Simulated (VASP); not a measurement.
# ZnMo3 (Pm-3m) in VASP: notebook, part 2 of 3

VASP 6.6.1. Earlier steps stand in the parts before.

## Step 3: Single point, PBE

This run uses another cell than the first one, of 14.08 Å³/atom.

Contents of INCAR:

```
SYSTEM = ZnMo3
PREC = Accurate ; ENCUT = 520
EDIFF = 1E-6 ; ISMEAR = -1
SIGMA = 0.05 ; LREAL = .FALSE.
LASPH = .TRUE. ; NELM = 100
ALGO = Fast ; ISIF = 2
LWAVE = .FALSE. ; LCHARG = .FALSE.
GGA = PE ; NBANDS = 35
```

Contents of KPOINTS:

```
Automatic mesh
0
G
  7 7 7
  0 0 0
```

Contents of POSCAR:

```
ZnMo3
1.0
    3.8333857283      0.0000000000      0.0000000000
    0.0000000000      3.8333857283      0.0000000000
    0.0000000000      0.0000000000      3.8333857283
Mo Zn
3 1
Direct
    0.5000000000      0.5000000000      0.0000000000
    0.5000000000      0.0000000000      0.5000000000
    0.0000000000      0.5000000000      0.5000000000
    0.0000000000      0.0000000000      0.0000000000
```

Potentials or basis: VASP PAW PBE potentials, release 64 (Mo_sv, Zn).

Run with:

```console
$ cat potpaw_PBE.64/Mo_sv/POTCAR potpaw_PBE.64/Zn/POTCAR > POTCAR
$ mpirun -np 1 vasp_std > vasp.out
```

OUTCAR:

```text
SYSTEM = ZnMo3
   PREC = Accurate
   ENCUT = 520
   EDIFF = 1E-6
   ISMEAR = -1
   LREAL = .FALSE.
   LASPH = .TRUE.
   NELM = 100
   ISIF = 2
   GGA = PE

 ion  position               nearest neighbor table
   1  0.500  0.500  0.000-   2 2.71   3 2.71   4 2.71   2 2.71   3 2.71   2 2.71   4 2.71   2 2.71
                             3 2.71   4 2.71   3 2.71   4 2.71
   2  0.500  0.000  0.500-   1 2.71   3 2.71   4 2.71   1 2.71   4 2.71   1 2.71   3 2.71   1 2.71
                             3 2.71   4 2.71   4 2.71   3 2.71
   3  0.000  0.500  0.500-   1 2.71   2 2.71   4 2.71   1 2.71   4 2.71   2 2.71   4 2.71   4 2.71
                             1 2.71   2 2.71   1 2.71   2 2.71
   4  0.000  0.000  0.000-   1 2.71   2 2.71   3 2.71   2 2.71   3 2.71   1 2.71   3 2.71   3 2.71
                             1 2.71   2 2.71   2 2.71   1 2.71

  LATTYP: Found a simple cubic cell.
 ALAT       =     3.8333857283

  Lattice vectors:

 A1 = (   3.8333857283,   0.0000000000,   0.0000000000)
 A2 = (   0.0000000000,   3.8333857283,   0.0000000000)
 A3 = (   0.0000000000,   0.0000000000,   3.8333857283)

Analysis of symmetry for initial positions (statically):
=====================================================================
 Subroutine PRICEL returns:
 Original cell was already a primitive cell.

 Routine SETGRP: Setting up the symmetry group for a
 simple cubic supercell.

 Subroutine GETGRP returns: Found 48 space group operations
 (whereof 48 operations were pure point group operations)
 out of a pool of 48 trial point group operations.

The static configuration has the point symmetry O_h .

Analysis of symmetry for dynamics (positions and initial velocities):
=====================================================================
 Subroutine PRICEL returns:
 Original cell was already a primitive cell.

 Routine SETGRP: Setting up the symmetry group for a
 simple cubic supercell.

 Subroutine GETGRP returns: Found 48 space group operations
 (whereof 48 operations were pure point group operations)
 out of a pool of 48 trial point group operations.

The dynamic configuration has the point symmetry O_h .

 Subroutine INISYM returns: Found 48 space group operations
 (whereof 48 operations are pure point group operations),
 and found     1 'primitive' translations

----------------------------------------------------------------------------------------

                                     Primitive cell

  volume of cell :      56.3310

  direct lattice vectors                    reciprocal lattice vectors
     3.833385728  0.000000000  0.000000000     0.260866000  0.000000000  0.000000000
     0.000000000  3.833385728  0.000000000     0.000000000  0.260866000  0.000000000
     0.000000000  0.000000000  3.833385728     0.000000000  0.000000000  0.260866000

  length of vectors
     3.833385728  3.833385728  3.833385728     0.260866000  0.260866000  0.260866000

  position of ions in fractional coordinates (direct lattice)
     0.500000000  0.500000000  0.000000000
     0.500000000  0.000000000  0.500000000
[... 27 lines left out ...]

  Shift w.r.t. Gamma in fractional coordinates (k-lattice)
     0.000000000  0.000000000  0.000000000

 Subroutine IBZKPT returns following result:
 ===========================================

 Found     20 irreducible k-points:

 Following reciprocal coordinates:
            Coordinates               Weight
  0.000000  0.000000  0.000000      1.000000
  0.142857  0.000000  0.000000      6.000000
  0.285714  0.000000  0.000000      6.000000
  0.428571  0.000000  0.000000      6.000000
  0.142857  0.142857  0.000000     12.000000
  0.285714  0.142857  0.000000     24.000000
[... 12 lines left out ...]
  0.428571  0.428571  0.285714     24.000000
  0.428571  0.428571  0.428571      8.000000
   k-points           NKPTS =     20   k-points in BZ     NKDIM =     20   number of bands    NBANDS=     35
   number of dos      NEDOS =    301   number of ions     NIONS =      4
   total plane-waves  NPLWV =  27000
   dimension x,y,z NGX =    30 NGY =   30 NGZ =   30
   dimension x,y,z NGXF=    60 NGYF=   60 NGZF=   60
   ions per type =               3   1
   NGX,Y,Z   is equivalent  to a cutoff of  13.01, 13.01, 13.01 a.u.
   NGXF,Y,Z  is equivalent  to a cutoff of  26.02, 26.02, 26.02 a.u.
 SYSTEM =  ZnMo3
   PREC   = accura    normal or accurate (medium, high low for compatibility)
   ISTART =      0    job   : 0-new  1-cont  2-samecut
   ICHARG =      2    charge: 1-file 2-atom 10-const
   ISPIN  =      1    spin polarized calculation?
   LNONCOLLINEAR =      F non collinear calculations
   LSORBIT =      F    spin-orbit coupling
   LASPH  =      T    aspherical Exc in radial PAW
   ENCUT  =  520.0 eV  38.22 Ry    6.18 a.u.   7.13  7.13  7.13*2*pi/ulx,y,z
   NELM   =    100;   NELMIN=  2; NELMDL= -5     # of ELM steps
   EDIFF  = 0.1E-05   stopping-criterion for ELM
   LREAL  =      F    real-space projection
   EDIFFG = 0.1E-04   stopping-criterion for IOM
   NSW    =      0    number of steps for IOM
   IBRION =     -1    ionic relax: 0-MD 1-quasi-New 2-CG
   NFREE  =      0    steps in history (QN), initial steepest desc. (CG)
   ISIF   =      2    stress and relaxation
   ISYM   =      2    0-nonsym 1-usesym 2-fastsym
   POTIM  = 0.5000    time-step for ionic-motion
   TEBEG  =    0.0;   TEEND  =   0.0 temperature during run
   PSTRESS=    0.0 pullay stress
   NELECT =      54.0000    total number of electrons
   NUPDOWN=      -1.0000    fix difference up-down
   EMIN   =  10.00;   EMAX   =-10.00  energy-range for DOS
   EFERMI =   0.00;   METHOD = LEGACY
   ISMEAR =    -1;   SIGMA  =   0.05  broadening in eV -4-tet -1-fermi 0-gaus
   EFERMI_NEDOS =   21; number of points for ismear=-14 and -15
   IALGO  =     68    algorithm
   IMIX   =      4    mixing-type and parameters
     AMIX     =   0.40;   BMIX     =  1.00
     AMIX_MAG =   1.60;   BMIX_MAG =  1.00
  volume/ion in A,a.u.               =      14.08        95.04
  Fermi-wavevector in a.u.,A,eV,Ry     =   1.614198  3.050393 35.451834  2.605636
  Thomas-Fermi vector in A             =   2.709146
   LORBIT       =      0    0 simple, 1 ext, 2 COOP (PROOUT), +10 PAW based schemes
   GGA     = PE    functional components
   LHFCALC =     F    Hartree Fock is set to
   AEXX    =    0.0000 exact exchange contribution
   IVDW    =     0    specifies the selected vdW correction
   LEPSILON=     F    determine dielectric tensor
   LRPA    =     F    only Hartree local field effects (RPA)
 non-spin polarized calculation
 RMM-DIIS sequential band-by-band and
  energy-cutoff  :      520.00
  volume of cell :       56.33
 maximum number of plane-waves:      1530
 NGX is ok and might be reduce to    30
   NGX = 15   NGY = 15   NGZ = 15

 number of electron      53.9999982 magnetization

 Free energy of the ion-electron system (eV)
  ---------------------------------------------------
  ext. energy  EPLUGINS =         0.00000000
  ---------------------------------------------------
  free energy    TOTEN  =       -32.90305403 eV

  energy without entropy =      -32.87311934  energy(sigma->0) =      -32.88808668

 E-fermi :  11.4438     XC(G=0): -13.5153

 val. band max:       11.4251619398   @ k =   0.2857   0.1429   0.0000
 cond. band min:      11.4524258688   @ k =   0.4286   0.4286   0.1429
 fundamental gap:      0.0272639290
 Fermi energy:        11.4437746471

 k-point     1 :       0.0000    0.0000    0.0000
  band No.  band energies     occupation
      1     -49.5833      2.00000
      2     -49.2124      2.00000
      3     -49.2124      2.00000
      4     -24.1661      2.00000
      5     -24.1661      2.00000
      6     -24.1661      2.00000
[... 749 lines left out ...]
     34      15.8515      0.00000
     35      15.8599      0.00000

------------------------ aborting loop because EDIFF is reached ----------------------------------------

  FORCE on cell =-STRESS in cart. coord.  units (eV):
  Direction    XX          YY          ZZ          XY          YZ          ZX
  --------------------------------------------------------------------------------------
  -------------------------------------------------------------------------------------
  Total        7.3660935      7.3660935      7.3660935      0.0000000      0.0000000      0.0000000
  in kB      209.5078223    209.5078223    209.5078223      0.0000000      0.0000000      0.0000000
  external PRESSURE =     209.5078223 kB  Pullay stress =       0.0000000 kB

 VOLUME and BASIS-vectors are now :
 -----------------------------------------------------------------------------
  energy-cutoff  :      520.00
  volume of cell :       56.33
      direct lattice vectors                 reciprocal lattice vectors
     3.833385728  0.000000000  0.000000000     0.260866000  0.000000000  0.000000000
     0.000000000  3.833385728  0.000000000     0.000000000  0.260866000  0.000000000
     0.000000000  0.000000000  3.833385728     0.000000000  0.000000000  0.260866000

 POSITION                                       TOTAL-FORCE (eV/Angst)
 -----------------------------------------------------------------------------------
      1.91669      1.91669      0.00000         0.000000      0.000000      0.000000
      1.91669      0.00000      1.91669         0.000000      0.000000      0.000000
      0.00000      1.91669      1.91669         0.000000      0.000000      0.000000
      0.00000      0.00000      0.00000         0.000000      0.000000      0.000000
 -----------------------------------------------------------------------------------
    total drift:                                0.000000      0.000000     -0.000000

  FREE ENERGIE OF THE ION-ELECTRON SYSTEM (eV)
  ---------------------------------------------------
  free  energy   TOTEN  =       -32.9030540309 eV

  energy  without entropy=      -32.8731193353  energy(sigma->0) =      -32.88808668
```

OSZICAR:

```text
N       E                     dE             d eps       ncg     rms          rms(c)
DAV:   1     0.683558786170E+03    0.68356E+03   -0.31538E+04  1464   0.195E+03
DAV:   2     0.854765038348E+01   -0.67501E+03   -0.65901E+03  1434   0.547E+02
DAV:   3    -0.336538418223E+02   -0.42201E+02   -0.40368E+02  1628   0.138E+02
DAV:   4    -0.347999462535E+02   -0.11461E+01   -0.11304E+01  1570   0.198E+01
DAV:   5    -0.348136814028E+02   -0.13735E-01   -0.13721E-01  1605   0.233E+00    0.276E+01
RMM:   6    -0.331279343356E+02    0.16857E+01   -0.46632E+00  1409   0.157E+01    0.110E+01
RMM:   7    -0.329697882299E+02    0.15815E+00   -0.21218E+00  1530   0.984E+00    0.205E+00
RMM:   8    -0.329123657618E+02    0.57422E-01   -0.40350E-01  1680   0.451E+00    0.143E+00
RMM:   9    -0.329058898368E+02    0.64759E-02   -0.88131E-02  1559   0.206E+00    0.694E-01
RMM:  10    -0.329029097758E+02    0.29801E-02   -0.14132E-02  1672   0.712E-01    0.109E-01
RMM:  11    -0.329030962560E+02   -0.18648E-03   -0.61744E-03  1732   0.398E-01    0.149E-01
RMM:  12    -0.329030375631E+02    0.58693E-04   -0.10086E-03  1716   0.230E-01    0.229E-02
RMM:  13    -0.329030530662E+02   -0.15503E-04   -0.26156E-04  1924   0.814E-02    0.151E-02
RMM:  14    -0.329030542182E+02   -0.11520E-05   -0.24301E-05  1804   0.294E-02    0.639E-03
RMM:  15    -0.329030540309E+02    0.18733E-06   -0.73079E-06  1343   0.172E-02
   1 F= -.32903054E+02 E0= -.32888087E+02  d E =-.299347E-01
```

stdout:

```text
POSCAR found type information on POSCAR MoZn
 POSCAR found :  2 types and       4 ions
 scaLAPACK will be used
 LDA part: xc-table for (Slater+PW92), standard interpolation
 POSCAR, INCAR and KPOINTS ok, starting setup
 FFT: planning ... GRIDC
 FFT: planning ... GRID_SOFT
 FFT: planning ... GRID
 WAVECAR not read
 entering main loop
```

Wall time 33 s (1 thread of Intel Xeon Platinum 8559C (Emerald Rapids), shared host); peak memory 0.17 GiB.

What came out:

```yaml
Free_energy: -32.9031 eV
Pressure: 21.0 GPa
Band_gap_on_the_k_mesh: zero (bands 27 and 28 overlap by 1.56 eV)
```

Levels at points of the mesh, in eV from the Fermi level:
```tsv
k point	band 23	band 24	band 25	band 26	band 27	band 28	band 29	band 30	band 31	band 32
(0.00, 0.00, 0.00)	-3.32	-3.32	1.04	1.04	1.04	2.25	2.25	2.25	2.97	2.97
```

Caveat: the cell stands under pressure.

## Step 4: Single point, PBE

This run uses another cell than the first one, of 14.60 Å³/atom.

Contents of INCAR:

```
ALGO = Normal ; EDIFF = 1E-6
ENCUT = 520 ; GGA = PE
ISIF = 2 ; ISMEAR = -1
LASPH = T ; LCHARG = F
LREAL = F ; LWAVE = F
NBANDS = 35 ; NELM = 100
PREC = Accurate ; SIGMA = 0.05
```

Contents of KPOINTS:

```
k-points
0
Gamma
  7 7 7
```

Contents of POSCAR:

```
ZnMo3
1.0
    3.8798420556      0.0000000000      0.0000000000
    0.0000000000      3.8798420556      0.0000000000
    0.0000000000      0.0000000000      3.8798420556
Mo Zn
3 1
Direct
    0.5000000000      0.5000000000      0.0000000000
    0.5000000000      0.0000000000      0.5000000000
    0.0000000000      0.5000000000      0.5000000000
    0.0000000000      0.0000000000      0.0000000000
```

Run with:

```console
$ cat potpaw_PBE.64/Mo_sv/POTCAR potpaw_PBE.64/Zn/POTCAR > POTCAR
$ mpirun -np 1 vasp_std > vasp.out
```

Wall time 28 s (1 thread of Intel Xeon Platinum 8559C (Emerald Rapids), shared host); peak memory 0.18 GiB.

It converged, with:

| Property | Result |
| --- | --- |
| Free energy | -33.1054 eV |
| Pressure | 10.7 GPa |
| Band gap on the k mesh | zero (bands 27 and 28 overlap by 1.51 eV) |

Levels at points of the mesh, in eV from the Fermi level:
```
           k point  band 24  band 25  band 26  band 27  band 28  band 29  band 30  band 31
(0.00, 0.00, 0.00)    -3.21     0.99     0.99     0.99     2.18     2.18     2.18     2.82
```

Caveat: the cell stands under pressure.

(Continued in part 3 of 3.)
